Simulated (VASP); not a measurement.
# MoS2 (R-3m) in VASP: notebook

The runs below take MoS2 through single point, with PBEsol, PBEsol+U.

Everything below comes from runs of VASP 6.6.1. Logs are shortened: lines on timing, memory, paths and dates and some standing lists are left out, and cuts for length are marked.

## 1. The cell of the first run

Symmetry: R-3m, No. 166, trigonal system. Conventional cell: a = 3.073 Å, b = 3.073 Å, c = 17.374 Å, α = 90.00°, β = 90.00°, γ = 120.00°. Within 3.2 Å of Mo (site symmetry -3m) lie 6 S at 2.40 Å and 6 Mo at 3.07 Å. Within 3.2 Å of S (site symmetry 3m) lie 3 Mo at 2.40 Å and 9 S at 3.07 to 3.12 Å.

## 2. Single point, PBEsol

File INCAR:

```
SYSTEM = MoS2
PREC = Accurate ; ENCUT = 520
EDIFF = 1E-6 ; ISMEAR = -1
SIGMA = 0.05 ; LREAL = .FALSE.
LASPH = .TRUE. ; NELM = 80
ALGO = Normal ; ISIF = 2
LWAVE = .FALSE. ; LCHARG = .FALSE.
GGA = PS ; NBANDS = 20
```

File KPOINTS:

```
Automatic mesh
0
G
  10 10 10
  0 0 0
```

File POSCAR:

```
MoS2
1.0
    1.5365960091      0.8871541195      5.7912601068
   -1.5365960091      0.8871541195      5.7912601068
    0.0000000000     -1.7743082389      5.7912601068
Mo S
1 2
Direct
    0.0000000000      0.0000000000      0.0000000000
    0.2406279141      0.2406279141      0.2406279141
    0.7593720859      0.7593720859      0.7593720859
```

Potentials or basis: VASP PAW PBE potentials, release 64 (Mo_sv, S).

Started as:

```
cat potpaw_PBE.64/Mo_sv/POTCAR potpaw_PBE.64/S/POTCAR > POTCAR
mpirun -np 1 vasp_std > vasp.out
```

OUTCAR:

```text
SYSTEM = MoS2
   PREC = Accurate
   ENCUT = 520
   EDIFF = 1E-6
   ISMEAR = -1
   LREAL = .FALSE.
   LASPH = .TRUE.
   NELM = 80
   ISIF = 2
   GGA = PS

 ion  position               nearest neighbor table
   1  0.000  0.000  0.000-   3 2.40   2 2.40   3 2.40   3 2.40   2 2.40   2 2.40
   2  0.241  0.241  0.241-   1 2.40   1 2.40   1 2.40
   3  0.759  0.759  0.759-   1 2.40   1 2.40   1 2.40

  LATTYP: Found a trigonal (rhomboedric) cell.
 ALAT       =     6.0569681650
 COS(alpha) =     0.8712821387

  Lattice vectors:

 A1 = (   1.5365960091,   0.8871541195,   5.7912601068)
 A2 = (  -1.5365960091,   0.8871541195,   5.7912601068)
 A3 = (   0.0000000000,  -1.7743082389,   5.7912601068)

Analysis of symmetry for initial positions (statically):
=====================================================================
 Subroutine PRICEL returns:
 Original cell was already a primitive cell.

 Routine SETGRP: Setting up the symmetry group for a
 trigonal (rhombohedral) supercell.

 Subroutine GETGRP returns: Found 12 space group operations
 (whereof 12 operations were pure point group operations)
 out of a pool of 12 trial point group operations.

The static configuration has the point symmetry D_3d.

Analysis of symmetry for dynamics (positions and initial velocities):
=====================================================================
 Subroutine PRICEL returns:
 Original cell was already a primitive cell.

 Routine SETGRP: Setting up the symmetry group for a
 trigonal (rhombohedral) supercell.

 Subroutine GETGRP returns: Found 12 space group operations
 (whereof 12 operations were pure point group operations)
 out of a pool of 12 trial point group operations.

The dynamic configuration has the point symmetry D_3d.

 Subroutine INISYM returns: Found 12 space group operations
 (whereof 12 operations are pure point group operations),
 and found     1 'primitive' translations

----------------------------------------------------------------------------------------

                                     Primitive cell

  volume of cell :      47.3678

  direct lattice vectors                    reciprocal lattice vectors
     1.536596009  0.887154120  5.791260107     0.325394572  0.187866643  0.057557997
    -1.536596009  0.887154120  5.791260107    -0.325394572  0.187866643  0.057557997
     0.000000000 -1.774308239  5.791260107     0.000000000 -0.375733287  0.057557997

  length of vectors
     6.056968165  6.056968165  6.056968165     0.380116332  0.380116332  0.380116332

  position of ions in fractional coordinates (direct lattice)
     0.000000000  0.000000000  0.000000000
     0.240627914  0.240627914  0.240627914
     0.759372086  0.759372086  0.759372086

  ion indices of the primitive-cell ions
   primitive index   ion index
                 1           1
                 2           2
                 3           3

----------------------------------------------------------------------------------------

 KPOINTS: Automatic mesh

Automatic generation of k-mesh.
 Grid dimensions read from file:
 generate k-points for:   10   10   10

 Generating k-lattice:

  Cartesian coordinates                     Fractional coordinates (reciprocal lattice)
     0.032539457  0.018786664  0.005755800     0.100000000 -0.000000000  0.000000000
    -0.032539457  0.018786664  0.005755800    -0.000000000  0.100000000  0.000000000
     0.000000000 -0.037573329  0.005755800     0.000000000  0.000000000  0.100000000

  Length of vectors
     0.038011633  0.038011633  0.038011633

  Shift w.r.t. Gamma in fractional coordinates (k-lattice)
     0.000000000  0.000000000  0.000000000

 Subroutine IBZKPT returns following result:
 ===========================================

 Found    116 irreducible k-points:

 Following reciprocal coordinates:
            Coordinates               Weight
  0.000000  0.000000  0.000000      1.000000
  0.100000  0.000000 -0.000000      6.000000
  0.200000  0.000000 -0.000000      6.000000
  0.300000 -0.000000 -0.000000      6.000000
[... 51 lines left out ...]
      6      -3.4852      2.00000
[... 12 lines left out ...]
     19      16.3414      0.00000
     20      17.1166      0.00000

 k-point     6 :       0.5000    0.0000   -0.0000
  band No.  band energies     occupation
      1     -52.2163      2.00000
      2     -26.7336      2.00000
      3     -26.3513      2.00000
      4     -26.3295      2.00000
      5      -4.3264      2.00000
      6      -3.1687      2.00000
[... 12 lines left out ...]
     19      15.9096      0.00000
     20      17.0875      0.00000

 k-point     7 :       0.1000    0.1000   -0.0000
  band No.  band energies     occupation
      1     -52.2704      2.00000
      2     -26.4503      2.00000
      3     -26.2599      2.00000
      4     -26.2198      2.00000
      5      -6.2024      2.00000
      6      -4.3216      2.00000
[... 12 lines left out ...]
     19      17.2461      0.00000
     20      18.3572      0.00000
[... 277 lines left out ...]
 k-point    20 :      -0.4000    0.2000    0.0000
  band No.  band energies     occupation
      1     -52.2117      2.00000
      2     -26.6708      2.00000
      3     -26.4459      2.00000
      4     -26.3431      2.00000
      5      -3.9475      2.00000
      6      -3.2822      2.00000
[... 12 lines left out ...]
     19      17.2141      0.00000
     20      18.2593      0.00000

 k-point    21 :      -0.3000    0.2000    0.0000
  band No.  band energies     occupation
      1     -52.2163      2.00000
      2     -26.6480      2.00000
      3     -26.4195      2.00000
      4     -26.3513      2.00000
      5      -4.0186      2.00000
      6      -3.6220      2.00000
[... 12 lines left out ...]
     19      17.5906      0.00000
     20      18.0912      0.00000

 k-point    22 :      -0.2000    0.2000    0.0000
  band No.  band energies     occupation
      1     -52.2285      2.00000
      2     -26.5825      2.00000
      3     -26.3755      2.00000
      4     -26.3533      2.00000
      5      -4.5851      2.00000
      6      -3.8896      2.00000
[... 12 lines left out ...]
     19      17.8434      0.00000
     20      18.3615      0.00000

 k-point    23 :       0.3000    0.3000   -0.0000
  band No.  band energies     occupation
      1     -52.2370      2.00000
      2     -26.5565      2.00000
      3     -26.3893      2.00000
      4     -26.2879      2.00000
      5      -4.8219      2.00000
      6      -4.1897      2.00000
[... 12 lines left out ...]
     19      16.2914      0.00000
     20      18.5331      0.00000

 k-point    24 :       0.4000    0.3000   -0.0000
  band No.  band energies     occupation
      1     -52.2267      2.00000
      2     -26.6237      2.00000
      3     -26.3708      2.00000
      4     -26.3314      2.00000
      5      -4.3072      2.00000
      6      -4.0704      2.00000
[... 12 lines left out ...]
     19      16.9125      0.00000
     20      18.0037      0.00000

 [... further k-points ...]

------------------------ aborting loop because EDIFF is reached ----------------------------------------

  FORCE on cell =-STRESS in cart. coord.  units (eV):
  Direction    XX          YY          ZZ          XY          YZ          ZX
  --------------------------------------------------------------------------------------
  -------------------------------------------------------------------------------------
  Total        1.4895637      1.4895637      1.5037646      0.0000000      0.0000000      0.0000000
  in kB       50.3832960     50.3832960     50.8636293      0.0000000      0.0000000      0.0000000
  external PRESSURE =      50.5434071 kB  Pullay stress =       0.0000000 kB

 VOLUME and BASIS-vectors are now :
 -----------------------------------------------------------------------------
  energy-cutoff  :      520.00
  volume of cell :       47.37
      direct lattice vectors                 reciprocal lattice vectors
     1.536596009  0.887154120  5.791260107     0.325394572  0.187866643  0.057557997
    -1.536596009  0.887154120  5.791260107    -0.325394572  0.187866643  0.057557997
     0.000000000 -1.774308239  5.791260107     0.000000000 -0.375733287  0.057557997

 POSITION                                       TOTAL-FORCE (eV/Angst)
 -----------------------------------------------------------------------------------
      0.00000      0.00000      0.00000         0.000000      0.000000     -0.000000
      0.00000      0.00000      4.18062        -0.000000      0.000000      0.003292
      0.00000      0.00000     13.19316        -0.000000     -0.000000     -0.003292
 -----------------------------------------------------------------------------------
    total drift:                               -0.000000     -0.000000      0.000000

  FREE ENERGIE OF THE ION-ELECTRON SYSTEM (eV)
  ---------------------------------------------------
  free  energy   TOTEN  =       -22.5937130515 eV

  energy  without entropy=      -22.5876648897  energy(sigma->0) =      -22.59068897
```

Run time: 9 min. Hardware: 1 thread of Intel Xeon 8259CL, shared host; peak memory 0.37 GiB.

Results:

- Free energy: -22.5937 eV
- Pressure: 5.1 GPa
- Largest force: 0.003 eV/Å
- Band gap on the k mesh: zero (bands 13 and 14 overlap by 0.24 eV)

Forces on the atoms (eV/Å):
```
Mo   0.000  0.000  0.000
S    0.000  0.000  0.003
S    0.000  0.000 -0.003
```

Levels at points of the mesh, in eV from the Fermi level:
| k point | band 10 | band 11 | band 12 | band 13 | band 14 | band 15 | band 16 | band 17 |
| --- | --- | --- | --- | --- | --- | --- | --- | --- |
| (0.00, 0.00, 0.00) | -1.83 | -1.12 | -0.73 | -0.73 | 0.33 | 0.33 | 3.30 | 3.30 |
| (0.50, 0.00, 0.00) | -4.04 | -2.64 | -2.10 | -1.07 | 1.68 | 2.41 | 3.08 | 4.15 |
| (0.50, 0.50, 0.00) | -3.83 | -2.83 | -2.76 | -1.68 | 1.68 | 1.90 | 4.10 | 4.69 |
| (0.50, 0.50, 0.50) | -3.58 | -0.70 | -0.70 | 0.01 | 0.03 | 0.03 | 3.60 | 3.60 |

Caveat: the cell stands under pressure; the PAW data sets were made with another functional, which shifts forces and pressure a little.

## 3. Single point, PBEsol

This run uses another cell than the first one, of 16.46 Å³/atom.

File INCAR:

```
PREC = Accurate
ENCUT = 520
EDIFF = 1E-6
ISMEAR = -1
SIGMA = 0.05
LREAL = F
LASPH = T
NELM = 100
ALGO = Normal
ISIF = 2
LWAVE = F
LCHARG = T
GGA = PS
LELF = T
LVHAR = T
NBANDS = 20
```

File KPOINTS:

```
regular mesh
0
Gamma
  10 10 10
```

File POSCAR:

```
MoS2
1.0
    1.5507266844      0.8953124687      5.9282313796
   -1.5507266844      0.8953124687      5.9282313796
    0.0000000000     -1.7906249374      5.9282313796
Mo S
1 2
Direct
    0.0000000000      0.0000000000      0.0000000000
    0.2431290722      0.2431290722      0.2431290722
    0.7568709278      0.7568709278      0.7568709278
```

Potentials or basis: VASP PAW PBE potentials, release 64 (Mo_sv, S).

Started as:

```
cat potpaw_PBE.64/Mo_sv/POTCAR potpaw_PBE.64/S/POTCAR > POTCAR
mpirun -np 1 vasp_std > vasp.out
```

Wall time 6.6 min (1 thread of Intel Xeon 8259CL, shared host); peak memory 0.37 GiB.

Results (log left out):

```
Free energy            : -22.6384 eV
Pressure               : 2.0 GPa
Band gap on the k mesh : zero (bands 13 and 14 overlap by 0.36 eV)
```

Levels at points of the mesh, in eV from the Fermi level:
```tsv
k point	band 11	band 12	band 13	band 14	band 15	band 16
(0.00, 0.00, 0.00)	-1.40	-0.79	-0.79	0.19	0.19	3.28
(0.50, 0.00, 0.00)	-2.71	-2.10	-1.20	1.52	2.26	3.15
(0.50, 0.50, 0.00)	-2.86	-2.61	-1.65	1.52	1.85	3.93
(0.50, 0.50, 0.50)	-0.76	-0.76	-0.11	-0.03	-0.03	3.50
```

Caveat: the PAW data sets were made with another functional, which shifts forces and pressure a little.

## 4. Single point, PBEsol

This run uses another cell than the first one, of 17.20 Å³/atom.

File INCAR:

```
PREC     = Accurate       # precision mode
ENCUT    = 520            # plane-wave cutoff, eV
EDIFF    = 1E-6           # SCF threshold, eV
ISMEAR   = -1             # smearing method
SIGMA    = 0.05           # smearing width, eV
LREAL    = F              # projectors in reciprocal space
LASPH    = T              # aspherical terms in the spheres
NELM     = 100            # most SCF steps
ALGO     = Normal         # electronic algorithm
ISIF     = 2              # what is computed and relaxed
LWAVE    = F              # write WAVECAR
LCHARG   = T              # write CHGCAR
GGA      = PS             # functional
LELF     = T              # ELF
LVHAR    = T            
NBANDS   = 20             # bands
```

KPOINTS is that of step 3.

File POSCAR:

```
MoS2
1.0
    1.5630194992      0.9024097286      6.0956778136
   -1.5630194992      0.9024097286      6.0956778136
    0.0000000000     -1.8048194572      6.0956778136
Mo S
1 2
Direct
    0.0000000000      0.0000000000      0.0000000000
    0.2460311041      0.2460311041      0.2460311041
    0.7539688959      0.7539688959      0.7539688959
```

Started as:

```
cat potpaw_PBE.64/Mo_sv/POTCAR potpaw_PBE.64/S/POTCAR > POTCAR
mpirun -np 1 vasp_std > vasp.out
```

It took 6.8 min on 1 thread of Intel Xeon 8259CL, shared host; peak memory 0.38 GiB.

The run converged. Its results:

```
Free energy            : -22.6521 eV
Pressure               : 0.0 GPa
Largest force          : 0.004 eV/Å
Band gap on the k mesh : zero (bands 13 and 14 overlap by 0.48 eV)
```

Forces in eV/Å, atoms in the order of the input:
```
Mo   0.000  0.000  0.000
S    0.000  0.000 -0.004
S    0.000  0.000  0.004
```

Levels at points of the mesh, in eV from the Fermi level:
| k point | band 11 | band 12 | band 13 | band 14 | band 15 | band 16 |
| --- | --- | --- | --- | --- | --- | --- |
| (0.00, 0.00, 0.00) | -1.63 | -0.85 | -0.85 | 0.06 | 0.06 | 3.26 |
| (0.50, 0.00, 0.00) | -2.78 | -2.11 | -1.33 | 1.36 | 2.12 | 3.21 |
| (0.50, 0.50, 0.00) | -2.89 | -2.49 | -1.63 | 1.36 | 1.80 | 3.77 |
| (0.50, 0.50, 0.50) | -0.84 | -0.84 | -0.25 | -0.09 | -0.09 | 3.41 |

Caveat: the PAW data sets were made with another functional, which shifts forces and pressure a little.

## 5. Single point, PBEsol+U

This run uses another cell than the first one, of 17.08 Å³/atom.

File INCAR:

```
ALGO = Normal
EDIFF = 1E-6
ENCUT = 520
GGA = PS
ISIF = 2
ISMEAR = -1
LASPH = True
LCHARG = False
LDAU = True
LDAUJ = 0 0
LDAUL = 2 -1
LDAUPRINT = 1
LDAUTYPE = 2
LDAUU = 5 0
LMAXMIX = 4
LREAL = False
LWAVE = False
NBANDS = 20
NELM = 150
PREC = Accurate
SIGMA = 0.05
```

File KPOINTS:

```
k-points
0
Gamma
  10 10 10
```

File POSCAR:

```
MoS2
1.0
    1.5598094734      0.9005564194      6.0806497774
   -1.5598094734      0.9005564194      6.0806497774
    0.0000000000     -1.8011128387      6.0806497774
Mo S
1 2
Direct
    0.0000000000      0.0000000000      0.0000000000
    0.2456380497      0.2456380497      0.2456380497
    0.7543619503      0.7543619503      0.7543619503
```

Started as:

```
cat potpaw_PBE.64/Mo_sv/POTCAR potpaw_PBE.64/S/POTCAR > POTCAR
mpirun -np 1 vasp_std > vasp.out
```

Run time: 9.8 min. Hardware: 1 thread of Intel Xeon 8259CL, shared host; peak memory 0.39 GiB.

The run converged. Its results:

```yaml
Free_energy: -16.6856 eV
Pressure: 3.5 GPa
Largest_force: 0.241 eV/Å
Band_gap_on_the_k_mesh: zero (bands 13 and 14 overlap by 0.45 eV)
```

Forces on the atoms (eV/Å):
```
Mo   0.000  0.000  0.000
S    0.000  0.000 -0.241
S    0.000  0.000  0.241
```

Stress tensor (GPa, compression positive):
```
3.87 0.00 0.00
0.00 3.87 0.00
0.00 0.00 2.76
```

Levels at points of the mesh, in eV from the Fermi level:
| k point | band 11 | band 12 | band 13 | band 14 | band 15 | band 16 |
| --- | --- | --- | --- | --- | --- | --- |
| (0.00, 0.00, 0.00) | -1.60 | -0.86 | -0.86 | 0.03 | 0.03 | 3.30 |
| (0.50, 0.00, 0.00) | -2.88 | -2.11 | -1.38 | 1.56 | 2.21 | 3.20 |
| (0.50, 0.50, 0.00) | -2.98 | -2.52 | -1.70 | 1.56 | 1.90 | 3.78 |
| (0.50, 0.50, 0.50) | -0.85 | -0.85 | -0.20 | -0.12 | -0.12 | 3.46 |

Eigenvalues of the final occupation matrices:
```
    site  spin  trace               eigenvalues
site 1 d     1   1.95  0.36 0.36 0.39 0.42 0.42
site 1 d     2   1.95  0.36 0.36 0.39 0.42 0.42
```

Caveat: the cell stands under pressure; the PAW data sets were made with another functional, which shifts forces and pressure a little; U without spin polarisation on a metal has little footing.

## 6. Single point, PBEsol+U

This run uses another cell than the first one, of 17.08 Å³/atom.

File INCAR:

```
PREC = Accurate ; ENCUT = 520
EDIFF = 1E-6 ; ISMEAR = -1
SIGMA = 0.05 ; LREAL = False
LASPH = True ; NELM = 150
ALGO = Normal ; ISIF = 2
LWAVE = False ; LCHARG = True
LMAXMIX = 4 ; LDAU = True
LDAUTYPE = 2 ; LDAUL = 2 -1
LDAUU = 6 0 ; LDAUJ = 0 0
LDAUPRINT = 1 ; GGA = PS
LELF = True ; LVHAR = True
NBANDS = 20
```

File KPOINTS:

```
regular mesh
0
Gamma
  10 10 10
```

File POSCAR:

```
MoS2
1.0
    1.5598559224      0.9005832367      6.0785423294
   -1.5598559224      0.9005832367      6.0785423294
    0.0000000000     -1.8011664734      6.0785423294
Mo S
1 2
Direct
    0.0000000000      0.0000000000      0.0000000000
    0.2455607762      0.2455607762      0.2455607762
    0.7544392238      0.7544392238      0.7544392238
```

Potentials or basis: VASP PAW PBE potentials, release 64 (Mo_sv, S).

Started as:

```
cat potpaw_PBE.64/Mo_sv/POTCAR potpaw_PBE.64/S/POTCAR > POTCAR
mpirun -np 1 vasp_std > vasp.out
```

Run time: 11 min. Hardware: 1 thread of Intel Xeon 8259CL, shared host; peak memory 0.39 GiB.

The run converged. Its results:

```yaml
Free_energy: -15.5023 eV
Pressure: 4.1 GPa
Largest_force: 0.280 eV/Å
Band_gap_on_the_k_mesh: zero (bands 13 and 14 overlap by 0.44 eV)
```

Forces on the atoms (eV/Å):
```
Mo   0.000  0.000  0.000
S    0.000  0.000 -0.280
S    0.000  0.000  0.280
```

Stress tensor (GPa, compression positive):
```
4.61 0.00 0.00
0.00 4.61 0.00
0.00 0.00 3.20
```

Levels at points of the mesh, in eV from the Fermi level:
```tsv
k point	band 10	band 11	band 12	band 13	band 14	band 15	band 16	band 17
(0.00, 0.00, 0.00)	-1.76	-1.57	-0.88	-0.88	0.02	0.02	3.32	3.32
(0.50, 0.00, 0.00)	-4.05	-2.90	-2.10	-1.39	1.61	2.23	3.19	4.06
(0.50, 0.50, 0.00)	-3.94	-2.99	-2.53	-1.71	1.61	1.93	3.78	4.40
(0.50, 0.50, 0.50)	-3.55	-0.86	-0.86	-0.17	-0.13	-0.13	3.48	3.48
```

Eigenvalues of the final occupation matrices:
| site | spin | trace | eigenvalues |
| --- | --- | --- | --- |
| site 1 d | 1 | 1.94 | 0.35 0.35 0.39 0.42 0.42 |
| site 1 d | 2 | 1.94 | 0.35 0.35 0.39 0.42 0.42 |

Caveat: the cell stands under pressure; the PAW data sets were made with another functional, which shifts forces and pressure a little; U without spin polarisation on a metal has little footing.

## 7. The runs side by side

| level | U | cell | gap on the mesh (eV) | pressure (GPa) | largest force (eV/Å) |
| --- | --- | --- | --- | --- | --- |
| PBEsol | - | a = 6.057 Å, angles 29.4°, 3 atoms, atomic positions A | none | 5.1 | - |
| PBEsol | - | a = 6.193 Å, angles 29.0°, 3 atoms, atomic positions B | none | 2.0 | - |
| PBEsol | - | a = 6.357 Å, angles 28.5°, 3 atoms, atomic positions C | none | 0.0 | - |
| PBEsol+U | Mo d U = 5.0 eV | a = 6.342 Å, angles 28.5°, 3 atoms, atomic positions C | none | 3.5 | 0.24 |
| PBEsol+U | Mo d U = 6.0 eV | a = 6.340 Å, angles 28.5°, 3 atoms, atomic positions C | none | 4.1 | 0.28 |

Alike in all rows: task single point; potentials or basis VASP PAW PBE potentials, release 64 (Mo_sv, S); no spin polarisation; k mesh 10 × 10 × 10; cutoff (eV) 520; smearing fermi-dirac 0.05 eV.

Caveats: the PAW data sets were made with another functional, which shifts forces and pressure a little; the cell stands under pressure (at least some runs); U without spin polarisation on a metal has little footing (at least some runs).

Absolute energies hang on the potentials; compare differences alone.
